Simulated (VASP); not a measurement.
Input of a VASP 6.6.1 run:

File INCAR:

```
SYSTEM = Sn3O4
ALGO = Normal
EDIFF = 1E-7
ENCUT = 520
GGA = PS
ISIF = 2
ISMEAR = 0
ISYM = 0
LASPH = .TRUE.
LCHARG = .FALSE.
LREAL = .FALSE.
LWAVE = .FALSE.
NBANDS = 79
NELM = 80
PREC = Accurate
SIGMA = 0.1
```

KPOINTS

```
k-points
0
G
  3 3 2
  0 0 0
```

File POSCAR:

```
Sn3O4
1.0
    0.0051446892      5.6471192493     -0.0003097430
   -5.3176269259     -0.0051446892      0.0028222878
   -0.0049841416     -0.0005470040      8.3389001017
Sn O
6 8
Direct
    0.7500682162      0.4528886710      0.6662385258
    0.7495207813      0.0831492099      0.0005885758
    0.2502331956      0.5486096843      0.1661398431
    0.2508384081      0.9183876688      0.4999633161
    0.7501272714      0.4528999479      0.3344165650
    0.2502811198      0.5486487147      0.8343166436
    0.5183660605      0.2831644242      0.1767537312
    0.0190099049      0.7184821909      0.3236718141
    0.4821395085      0.7184924253      0.6765368769
    0.9812415202      0.2831508849      0.8241054374
    0.5182095784      0.2830456962      0.8240154242
    0.0191118865      0.7183836061      0.6764441133
    0.4819919896      0.7183434654      0.3238040271
    0.9813542862      0.2830242590      0.1768879161
```

Potentials or basis: VASP PAW PBE potentials, release 64 (Sn_d, O).

Launch:

```bash
$ cat potpaw_PBE.64/Sn_d/POTCAR potpaw_PBE.64/O/POTCAR > POTCAR
$ mpirun -np 1 vasp_std > vasp.out
```

(1) What does it give for the largest force?

(2) Estimate the pressure.

Answers

(1) 0.073 eV/Å.

(2) 0.2 GPa.

Caveat: the cell differs from its parent crystal (atoms taken out, then relaxed in part); the PAW data sets were made with another functional, which shifts forces and pressure a little.
